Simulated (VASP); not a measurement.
Mo, 1 atom in the cell. The structure is cubic, space group Im-3m (No. 229). Conventional cell: a = 3.146 Å, b = 3.146 Å, c = 3.146 Å, α = 90.00°, β = 90.00°, γ = 90.00°. Mo (site symmetry m-3m) has 14 Mo at 2.72 to 3.15 Å within 3.6 Å.  This cell differs from its parent crystal: volume scaled by 0.98.

| Quantity | Value |
| --- | --- |
| Program | VASP 6.6.1 |
| Task | single point |
| Functional | PBEsol |
| Potentials or basis | VASP PAW PBE potentials, release 64 (Mo_sv) |
| Cutoff | 520 eV |
| k mesh | 12 × 12 × 12 |
| Occupations | fermi-dirac, width 0.05 eV |
| Spin | no spin polarisation |
| Dipole correction | no |
| Further INCAR settings | ALGO = Normal; EDIFF = 1e-06; NBANDS = 13 |

Potentials or basis: VASP PAW PBE potentials, release 64 (Mo_sv).

Launch:

```bash
$ cat potpaw_PBE.64/Mo_sv/POTCAR > POTCAR
$ mpirun -np 1 vasp_std > vasp.out
```

Hardware: 1 thread of AMD EPYC 7R43 64-Core Processor (Zen 3), on a shared host.

How long does it take, and how much memory?

It took 12 s on 1 thread of AMD EPYC 7R43 64-Core Processor (Zen 3) (shared host), peak memory 0.1 GiB. Counts: scf iterations 11, k points 72.
